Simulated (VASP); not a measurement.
Runs of VASP 6.6.1 on K2S. Symmetry: Fm-3m, No. 225, cubic system. The conventional cell has a = 7.405 Å, b = 7.405 Å, c = 7.405 Å, α = 90.00°, β = 90.00°, γ = 90.00°. K (site symmetry -43m) has 4 S at 3.21 Å and 6 K at 3.70 Å within 4.2 Å. Within 4.2 Å of S (site symmetry m-3m) lie 8 K at 3.21 Å. 

```csv
level,potentials or basis,k mesh,cutoff (eV),smearing,grid for exact exchange (PRECFOCK),share of exact exchange,screening parameter,gap on the mesh (eV),pressure (GPa)
r2SCAN,"VASP PAW PBE potentials, release 64 (K_sv, S)",4 × 4 × 4,550,fermi-dirac 0.05 eV,-,-,-,2.76,0.0
r2SCAN+D4,"VASP PAW PBE potentials, release 64 (K_sv, S)",4 × 4 × 4,550,gaussian 0.01 eV,-,-,-,2.76,-0.2
PBEsol,"VASP PAW PBE potentials, release 64 (K_sv, S)",4 × 4 × 4,500,gaussian 0.01 eV,-,-,-,2.28,-0.5
r2SCAN,"VASP PAW PBE potentials, release 64 (K_sv, S)",4 × 4 × 4,550,methfessel-paxton 0.001 eV,-,-,-,2.76,0.0
PBE-based screened hybrid with 35 % exact exchange,"VASP PAW PBE potentials, release 64 (K_sv, S)",4 × 4 × 4,400,gaussian 0.01 eV,Normal,0.35,0.2078 1/Å,(a),0.1
r2SCAN,"VASP PAW PBE potentials, release 64 (K_sv, S)",4 × 4 × 4,550,gaussian 0.01 eV,-,-,-,2.76,0.0
LDA,"VASP PAW LDA potentials, release 64 (K_sv, S)",2 × 2 × 2,500,gaussian 0.01 eV,-,-,-,(b),-1.6
```

Alike in all rows: task single point; no spin polarisation; cell as given.

**Question.** Estimate the missing entries.

**Answer.** (a) 3.69; (b) 2.05.

Caveats: some runs use coarse meshes; the PAW data sets were made with another functional, which shifts forces and pressure a little (at least some runs).

A k mesh can miss the band edges.
